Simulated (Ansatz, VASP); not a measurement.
**AgCl: VASP beside Ansatz**

The input INCAR:

```
  PREC = Accurate
  ENCUT = 520
  EDIFF = 1E-6
  ISMEAR = 0
  SIGMA = 0.02
  LREAL = F
  LASPH = T
  NELM = 60
  ALGO = Normal
  ISIF = 2
  LWAVE = F
  LCHARG = F
  GGA = PE
  NBANDS = 16
```

The input KPOINTS:

```
regular mesh
0
Gamma
  8 8 8
```

File POSCAR:

```
AgCl
1.0
    0.0000000000      2.7731500000      2.7731500000
    2.7731500000      0.0000000000      2.7731500000
    2.7731500000      2.7731500000      0.0000000000
Ag Cl
1 1
Direct
    0.5000000000      0.5000000000      0.5000000000
    0.0081135171      0.0081135171     -0.0081135171
```

Input for Ansatz:

```yaml
crystal:
  lattice:
    - [0.0, 2.77315, 2.77315]
    - [2.77315, 0.0, 2.77315]
    - [2.77315, 2.77315, 0.0]
  atoms:
    - { symbol: Ag, position: [0.5, 0.5, 0.5] }
    - { symbol: Cl, position: [0.0081135171, 0.0081135171, -0.0081135171] }
basis:
  ecutwfc: 420
kpoints:
  mp_grid: { grid: [8, 8, 8] }
hamiltonian:
  xc: pbe
scf:
  occupations: { method: gaussian, width: 0.02 }
output:
  forces: true
  stress: true
  eigenvalues: true
```

Change from the starting cell: one atom moved.

Alike in both runs: task single point; functional PBE; k mesh 8 × 8 × 8; occupations gaussian, width 0.02 eV; no spin polarisation.

|  | VASP | Ansatz |
| --- | --- | --- |
| version | VASP 6.6.1 | Ansatz 0.2.0 |
| potentials or method | VASP PAW PBE potentials, release 64 (Ag, Cl), cutoff 520 eV | scalar-relativistic, plane waves, PAW |
| valence electrons in the cell | 18 | 26 |

VASP gave:

| Quantity | Value |
| --- | --- |
| gap on the k mesh at the Fermi level (eV) | 0.91 |
| least direct gap on the mesh (eV) | 3.10 |
| pressure (GPa) | 1.5 |
| traceless stress, the component that is largest in VASP (GPa) | 0.06 |
| rms of the force components (eV/Å) | 0.030 |

**Question.** Estimate Ansatz's values.

**Answer.** gap on the k mesh at the Fermi level (eV): 0.91; least direct gap on the mesh (eV): 3.10; pressure (GPa): 1.6; traceless stress, the component that is largest in VASP (GPa): 0.06; rms of the force components (eV/Å): 0.030.

Atom by atom the forces differ by 0.001 eV/Å (rms over components). VASP's potentials hold 18 valence electrons a cell and Ansatz's 26, so a difference there can come from the potentials and not from the codes.
